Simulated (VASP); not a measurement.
# CaO (Lime) (Fm-3m) in VASP: notebook

CaO (Lime) is run at these levels: PBEsol, PBE+D4; tasks: single point, relaxation of cell and atoms.

Everything below comes from runs of VASP 6.6.1. Logs are shortened: lines on timing, memory, paths and dates and some standing lists are left out, and cuts for length are marked.

### 1 The cell of the first run

Symmetry: Fm-3m, No. 225, cubic system. The conventional cell has a = 4.767 Å, b = 4.767 Å, c = 4.767 Å, α = 90.00°, β = 90.00°, γ = 90.00°. Ca (site symmetry m-3m) has 6 O at 2.38 Å within 3.1 Å. Within 3.1 Å of O (site symmetry m-3m) lie 6 Ca at 2.38 Å.

### 2 Single point, PBEsol

Input file INCAR:

```
SYSTEM = CaO
PREC = Accurate ; ENCUT = 520
EDIFF = 1E-7 ; ISMEAR = 1
SIGMA = 0.05 ; LREAL = .FALSE.
LASPH = .TRUE. ; NELM = 80
ALGO = Normal ; ISIF = 2
LWAVE = .FALSE. ; LCHARG = .TRUE.
GGA = PS ; LELF = .TRUE.
LVHAR = .TRUE. ; NBANDS = 15
```

Input file KPOINTS:

```
Automatic mesh
0
G
  7 7 7
  0 0 0
```

Input file POSCAR:

```
CaO
1.0
    0.0000000000      2.3835838332      2.3835838332
    2.3835838332      0.0000000000      2.3835838332
    2.3835838332      2.3835838332      0.0000000000
Ca O
1 1
Direct
    0.0000000000      0.0000000000      0.0000000000
    0.5000000000      0.5000000000      0.5000000000
```

Potentials or basis: VASP PAW PBE potentials, release 64 (Ca_sv, O).

Command:

```console
> cat potpaw_PBE.64/Ca_sv/POTCAR potpaw_PBE.64/O/POTCAR > POTCAR
> mpirun -np 1 vasp_std > vasp.out
```

OUTCAR:

```text
SYSTEM = CaO
   PREC = Accurate
   ENCUT = 520
   EDIFF = 1E-7
   ISMEAR = 1
   LREAL = .FALSE.
   LASPH = .TRUE.
   NELM = 80
   ISIF = 2
   GGA = PS

 ion  position               nearest neighbor table
   1  0.000  0.000  0.000-   2 2.38   2 2.38   2 2.38   2 2.38   2 2.38   2 2.38
   2  0.500  0.500  0.500-   1 2.38   1 2.38   1 2.38   1 2.38   1 2.38   1 2.38

  LATTYP: Found a face centered cubic cell.
 ALAT       =     4.7671676664

  Lattice vectors:

 A1 = (   0.0000000000,   2.3835838332,   2.3835838332)
 A2 = (   2.3835838332,   0.0000000000,   2.3835838332)
 A3 = (   2.3835838332,   2.3835838332,   0.0000000000)

Analysis of symmetry for initial positions (statically):
=====================================================================
 Subroutine PRICEL returns:
 Original cell was already a primitive cell.

 Routine SETGRP: Setting up the symmetry group for a
 face centered cubic supercell.

 Subroutine GETGRP returns: Found 48 space group operations
 (whereof 48 operations were pure point group operations)
 out of a pool of 48 trial point group operations.

The static configuration has the point symmetry O_h .

Analysis of symmetry for dynamics (positions and initial velocities):
=====================================================================
 Subroutine PRICEL returns:
 Original cell was already a primitive cell.

 Routine SETGRP: Setting up the symmetry group for a
 face centered cubic supercell.

 Subroutine GETGRP returns: Found 48 space group operations
 (whereof 48 operations were pure point group operations)
 out of a pool of 48 trial point group operations.

The dynamic configuration has the point symmetry O_h .

 Subroutine INISYM returns: Found 48 space group operations
 (whereof 48 operations are pure point group operations),
 and found     1 'primitive' translations

----------------------------------------------------------------------------------------

                                     Primitive cell

  volume of cell :      27.0845

  direct lattice vectors                    reciprocal lattice vectors
     0.000000000  2.383583833  2.383583833    -0.209768162  0.209768162  0.209768162
     2.383583833  0.000000000  2.383583833     0.209768162 -0.209768162  0.209768162
     2.383583833  2.383583833  0.000000000     0.209768162  0.209768162 -0.209768162

  length of vectors
     3.370896584  3.370896584  3.370896584     0.363329115  0.363329115  0.363329115

  position of ions in fractional coordinates (direct lattice)
     0.000000000  0.000000000  0.000000000
     0.500000000  0.500000000  0.500000000

  ion indices of the primitive-cell ions
   primitive index   ion index
                 1           1
                 2           2

----------------------------------------------------------------------------------------

 KPOINTS: Automatic mesh

Automatic generation of k-mesh.
 Grid dimensions read from file:
 generate k-points for:    7    7    7

 Generating k-lattice:

  Cartesian coordinates                     Fractional coordinates (reciprocal lattice)
    -0.029966880  0.029966880  0.029966880     0.142857143  0.000000000  0.000000000
     0.029966880 -0.029966880  0.029966880     0.000000000  0.142857143  0.000000000
     0.029966880  0.029966880 -0.029966880     0.000000000  0.000000000  0.142857143

  Length of vectors
     0.051904159  0.051904159  0.051904159

  Shift w.r.t. Gamma in fractional coordinates (k-lattice)
     0.000000000  0.000000000  0.000000000

 Subroutine IBZKPT returns following result:
 ===========================================

 Found     20 irreducible k-points:

 Following reciprocal coordinates:
            Coordinates               Weight
  0.000000  0.000000  0.000000      1.000000
  0.142857  0.000000  0.000000      8.000000
  0.285714  0.000000  0.000000      8.000000
  0.428571  0.000000  0.000000      8.000000
  0.142857  0.142857  0.000000      6.000000
  0.285714  0.142857  0.000000     24.000000
[... 12 lines left out ...]
 -0.428571  0.428571  0.142857     24.000000
 -0.285714  0.428571  0.142857     24.000000
   k-points           NKPTS =     20   k-points in BZ     NKDIM =     20   number of bands    NBANDS=     15
   number of dos      NEDOS =    301   number of ions     NIONS =      2
   total plane-waves  NPLWV =  21952
   dimension x,y,z NGX =    28 NGY =   28 NGZ =   28
   dimension x,y,z NGXF=    56 NGYF=   56 NGZF=   56
   ions per type =               1   1
   NGX,Y,Z   is equivalent  to a cutoff of  13.81, 13.81, 13.81 a.u.
   NGXF,Y,Z  is equivalent  to a cutoff of  27.62, 27.62, 27.62 a.u.
 SYSTEM =  CaO
   PREC   = accura    normal or accurate (medium, high low for compatibility)
   ISTART =      0    job   : 0-new  1-cont  2-samecut
   ICHARG =      2    charge: 1-file 2-atom 10-const
   ISPIN  =      1    spin polarized calculation?
   LNONCOLLINEAR =      F non collinear calculations
   LSORBIT =      F    spin-orbit coupling
   LASPH  =      T    aspherical Exc in radial PAW
   ENCUT  =  520.0 eV  38.22 Ry    6.18 a.u.   6.27  6.27  6.27*2*pi/ulx,y,z
   NELM   =     80;   NELMIN=  2; NELMDL= -5     # of ELM steps
   EDIFF  = 0.1E-06   stopping-criterion for ELM
   LREAL  =      F    real-space projection
   EDIFFG = 0.1E-05   stopping-criterion for IOM
   NSW    =      0    number of steps for IOM
   IBRION =     -1    ionic relax: 0-MD 1-quasi-New 2-CG
   NFREE  =      0    steps in history (QN), initial steepest desc. (CG)
   ISIF   =      2    stress and relaxation
   ISYM   =      2    0-nonsym 1-usesym 2-fastsym
   POTIM  = 0.5000    time-step for ionic-motion
   TEBEG  =    0.0;   TEEND  =   0.0 temperature during run
   PSTRESS=    0.0 pullay stress
   NELECT =      16.0000    total number of electrons
   NUPDOWN=      -1.0000    fix difference up-down
   EMIN   =  10.00;   EMAX   =-10.00  energy-range for DOS
   EFERMI =   0.00;   METHOD = LEGACY
   ISMEAR =     1;   SIGMA  =   0.05  broadening in eV -4-tet -1-fermi 0-gaus
   EFERMI_NEDOS =   21; number of points for ismear=-14 and -15
   IALGO  =     38    algorithm
   IMIX   =      4    mixing-type and parameters
     AMIX     =   0.40;   BMIX     =  1.00
     AMIX_MAG =   1.60;   BMIX_MAG =  1.00
  volume/ion in A,a.u.               =      13.54        91.39
  Fermi-wavevector in a.u.,A,eV,Ry     =   1.373645  2.595812 25.672828  1.886900
  Thomas-Fermi vector in A             =   2.499143
   LORBIT       =      0    0 simple, 1 ext, 2 COOP (PROOUT), +10 PAW based schemes
   GGA     = PS    functional components
   LHFCALC =     F    Hartree Fock is set to
   AEXX    =    0.0000 exact exchange contribution
   IVDW    =     0    specifies the selected vdW correction
   LEPSILON=     F    determine dielectric tensor
   LRPA    =     F    only Hartree local field effects (RPA)
 non-spin polarized calculation
 Methfessel and Paxton  Order N= 1 SIGMA  =   0.05
  energy-cutoff  :      520.00
  volume of cell :       27.08
 maximum number of plane-waves:       745
 NGX is ok and might be reduce to    28
   NGX = 13   NGY = 13   NGZ = 13

 number of electron      15.9999997 magnetization

 Free energy of the ion-electron system (eV)
  ---------------------------------------------------
  ext. energy  EPLUGINS =         0.00000000
  ---------------------------------------------------
  free energy    TOTEN  =       -13.41067250 eV

  energy without entropy =      -13.41069786  energy(sigma->0) =      -13.41068095

 E-fermi :   2.3776     XC(G=0): -10.8588

 val. band max:        2.3354686547   @ k =   0.0000   0.0000   0.0000
 cond. band min:       5.9548291614   @ k =   0.4286   0.4286   0.0000
 fundamental gap:      3.6193605067
 Fermi energy:         2.3775623868

 k-point     1 :       0.0000    0.0000    0.0000
  band No.  band energies     occupation
      1     -34.9521      2.00000
      2     -15.7741      2.00000
      3     -15.7741      2.00000
      4     -15.7741      2.00000
      5     -13.1568      2.00000
      6       2.3355      2.00000
      7       2.3355      2.00000
      8       2.3355      2.00000
      9       7.0994      0.00000
     10       8.5856      0.00000
     11       8.5856      0.00000
     12       8.5856      0.00000
     13      10.1663      0.00000
     14      10.1663      0.00000
     15      17.3160      0.00000

 k-point     2 :       0.1429    0.0000    0.0000
  band No.  band energies     occupation
      1     -34.9299      2.00000
      2     -16.0910      2.00000
      3     -15.7853      2.00000
      4     -15.7853      2.00000
      5     -12.8276      2.00000
      6       1.6363      2.00000
      7       2.0509      2.00000
      8       2.0509      2.00000
      9       7.9748      0.00000
     10       8.5422      0.00000
     11       8.9452      0.00000
     12       8.9452      0.00000
     13      10.6655      0.00000
     14      10.6655      0.00000
     15      18.1057      0.00000

 k-point     3 :       0.2857    0.0000    0.0000
  band No.  band energies     occupation
      1     -34.8794      2.00000
      2     -16.6414      2.00000
      3     -15.8104      2.00000
      4     -15.8104      2.00000
      5     -12.2473      2.00000
      6       0.4550      2.00000
      7       1.4989      2.00000
      8       1.4989      2.00000
      9       8.7128      0.00000
     10       9.6810      0.00000
     11       9.8475      0.00000
     12       9.8475      0.00000
     13      11.7928      0.00000
     14      11.7928      0.00000
     15      18.2058      0.00000
[... 271 lines left out ...]
 k-point    19 :      -0.4286    0.4286    0.1429
  band No.  band energies     occupation
      1     -34.8026      2.00000
      2     -16.4690      2.00000
      3     -16.0972      2.00000
      4     -16.0922      2.00000
      5     -12.5626      2.00000
      6       0.8891      2.00000
      7       1.3931      2.00000
      8       1.6021      2.00000
      9       7.0549      0.00000
     10      10.3680      0.00000
     11      10.9548      0.00000
     12      11.9420      0.00000
     13      12.0780      0.00000
     14      14.5993      0.00000
     15      16.6661      0.00000

 k-point    20 :      -0.2857    0.4286    0.1429
  band No.  band energies     occupation
      1     -34.7989      2.00000
      2     -16.4341      2.00000
      3     -16.2736      2.00000
      4     -16.0490      2.00000
      5     -12.4119      2.00000
      6       0.8401      2.00000
      7       1.1933      2.00000
      8       1.3510      2.00000
      9       8.2291      0.00000
     10       9.3123      0.00000
     11      11.0178      0.00000
     12      11.8751      0.00000
     13      12.5476      0.00000
     14      16.2735      0.00000
     15      16.2818      0.00000

------------------------ aborting loop because EDIFF is reached ----------------------------------------

  FORCE on cell =-STRESS in cart. coord.  units (eV):
  Direction    XX          YY          ZZ          XY          YZ          ZX
  --------------------------------------------------------------------------------------
  -------------------------------------------------------------------------------------
  Total        0.1105023      0.1105023      0.1105023      0.0000000      0.0000000     -0.0000000
  in kB        6.5367304      6.5367304      6.5367304      0.0000000      0.0000000     -0.0000000
  external PRESSURE =       6.5367304 kB  Pullay stress =       0.0000000 kB

 VOLUME and BASIS-vectors are now :
 -----------------------------------------------------------------------------
  energy-cutoff  :      520.00
  volume of cell :       27.08
      direct lattice vectors                 reciprocal lattice vectors
     0.000000000  2.383583833  2.383583833    -0.209768162  0.209768162  0.209768162
     2.383583833  0.000000000  2.383583833     0.209768162 -0.209768162  0.209768162
     2.383583833  2.383583833  0.000000000     0.209768162  0.209768162 -0.209768162

 POSITION                                       TOTAL-FORCE (eV/Angst)
 -----------------------------------------------------------------------------------
      0.00000      0.00000      0.00000         0.000000      0.000000      0.000000
      2.38358      2.38358      2.38358         0.000000      0.000000      0.000000
 -----------------------------------------------------------------------------------
    total drift:                                0.000000      0.000000      0.000000

  FREE ENERGIE OF THE ION-ELECTRON SYSTEM (eV)
  ---------------------------------------------------
  free  energy   TOTEN  =       -13.4106724982 eV

  energy  without entropy=      -13.4106978561  energy(sigma->0) =      -13.41068095
```

Wall time 11 s (1 thread of AMD EPYC 7R43 (Zen 3), shared host); peak memory 0.12 GiB.

What came out:

| Quantity | Value |
| --- | --- |
| Free energy | -13.4107 eV |
| Pressure | 0.7 GPa |
| Band gap on the k mesh | 3.62 eV, indirect (least direct gap 3.99 eV) |

Levels at points of the mesh, in eV from the valence-band top:
```
           k point  band 6  band 7  band 8  band 9  band 10  band 11
(0.00, 0.00, 0.00)    0.00    0.00    0.00    4.76     6.25     6.25
```

Caveat: the PAW data sets were made with another functional, which shifts forces and pressure a little.

### 3 Single point, PBE+D4

This run uses another cell than the first one, of 13.83 Å³/atom, 1.021 times its volume.

Input file INCAR:

```
SYSTEM = CaO
ALGO = Normal
EDIFF = 1E-7
ENCUT = 520
GGA = PE
ISIF = 2
ISMEAR = 1
IVDW = 13
LASPH = .True.
LCHARG = .True.
LELF = .True.
LREAL = .False.
LVHAR = .True.
LWAVE = .False.
NBANDS = 15
NELM = 100
PREC = Accurate
SIGMA = 0.05
```

Input file KPOINTS:

```
k-points
0
Gamma
  7 7 7
  0 0 0
```

Input file POSCAR:

```
CaO
1.0
    0.0000000000      2.4002211606      2.4002211606
    2.4002211606      0.0000000000      2.4002211606
    2.4002211606      2.4002211606      0.0000000000
Ca O
1 1
Direct
    0.0000000000      0.0000000000      0.0000000000
    0.5000000000      0.5000000000      0.5000000000
```

Potentials or basis: VASP PAW PBE potentials, release 64 (Ca_sv, O).

Command:

```console
> cat potpaw_PBE.64/Ca_sv/POTCAR potpaw_PBE.64/O/POTCAR > POTCAR
> mpirun -np 1 vasp_std > vasp.out
```

Wall time 11 s (1 thread of AMD EPYC 7R43 (Zen 3), shared host); peak memory 0.12 GiB.

It converged, with:

* Free energy: -13.1275 eV
* Pressure: 0.6 GPa
* Band gap on the k mesh: 3.73 eV, indirect (least direct gap 4.10 eV)
* Dispersion energy per atom: -0.164 eV

Levels at points of the mesh, in eV from the valence-band top:
```csv
k point,band 4,band 5,band 6,band 7,band 8,band 9,band 10,band 11,band 12,band 13
"(0.00, 0.00, 0.00)",-18.38,-15.54,0.00,0.00,0.00,4.74,6.24,6.24,6.24,7.75
```

A k mesh can miss the band edges. PBE gaps usually lie below the measured ones, often by a third to a half.

### 4 Relaxation of cell and atoms, PBEsol

This run uses another cell than the first one, of 13.94 Å³/atom, 1.029 times its volume.

Input file INCAR:

```
SYSTEM = CaO
ALGO = Normal
EDIFF = 1E-6
EDIFFG = -0.01
ENCUT = 600
GGA = PS
IBRION = 2
ISIF = 3
ISMEAR = 1
LASPH = .True.
LCHARG = .False.
LREAL = .False.
LWAVE = .False.
NELM = 100
NSW = 80
PREC = Accurate
SIGMA = 0.05
```

KPOINTS is that of step 3.

Input file POSCAR:

```
CaO
1.0
    0.0000000000      2.4065000000      2.4065000000
    2.4065000000      0.0000000000      2.4065000000
    2.4065000000      2.4065000000      0.0000000000
Ca O
1 1
Direct
    0.0000000000      0.0000000000      0.0000000000
    0.5000000000      0.5000000000      0.5000000000
```

Command:

```console
> cat potpaw_PBE.64/Ca_sv/POTCAR potpaw_PBE.64/O/POTCAR > POTCAR
> mpirun -np 1 vasp_std > vasp.out
```

It took 21 s on 1 thread of AMD EPYC 7R43 (Zen 3), shared host; peak memory 0.13 GiB.

It converged, with:

```
Free energy                            : -13.4146 eV
Relaxed volume                         : 13.61 Å³/atom
Relaxed cell                           : a = 3.376 Å, b = 3.376 Å, c = 3.376 Å, α = 60.00°, β = 60.00°, γ = 60.00°
Space group after relaxing (to 0.05 Å) : Fm-3m (No. 225)
Energy gained by relaxing              : 2.8 meV/atom
Ionic steps                            : 3
Pressure after relaxing                : 0.0 GPa
Band gap on the k mesh                 : 3.62 eV, indirect (least direct gap 4.00 eV)
```

The path:
| step | energy change (eV) | largest force (eV/Å) | pressure (GPa) | volume (Å³) |
| --- | --- | --- | --- | --- |
| 1 | 0.0000 | 0.0000 | -2.61 | 27.87 |
| 2 | -0.0047 | 0.0000 | 1.07 | 26.97 |
| 3 | -0.0055 | 0.0000 | 0.01 | 27.21 |

Final structure:
```cif
data_structure
_symmetry_space_group_name_H-M 'P 1'
_symmetry_Int_Tables_number 1
_cell_length_a 3.3762
_cell_length_b 3.3762
_cell_length_c 3.3762
_cell_angle_alpha 60.000
_cell_angle_beta 60.000
_cell_angle_gamma 60.000
_cell_volume 27.21
loop_
_atom_site_label
_atom_site_type_symbol
_atom_site_fract_x
_atom_site_fract_y
_atom_site_fract_z
_atom_site_occupancy
Ca1 Ca 0.00000 0.00000 0.00000 1
O1 O 0.50000 0.50000 0.50000 1
```

Levels at points of the mesh, in eV from the valence-band top:
```csv
k point,band 4,band 5,band 6,band 7,band 8,band 9,band 10,band 11,band 12
"(0.00, 0.00, 0.00)",-18.13,-15.48,0.00,0.00,0.00,4.73,6.24,6.24,6.24
```

Caveat: the PAW data sets were made with another functional, which shifts forces and pressure a little.

(Part 1 of 2 ends here.)
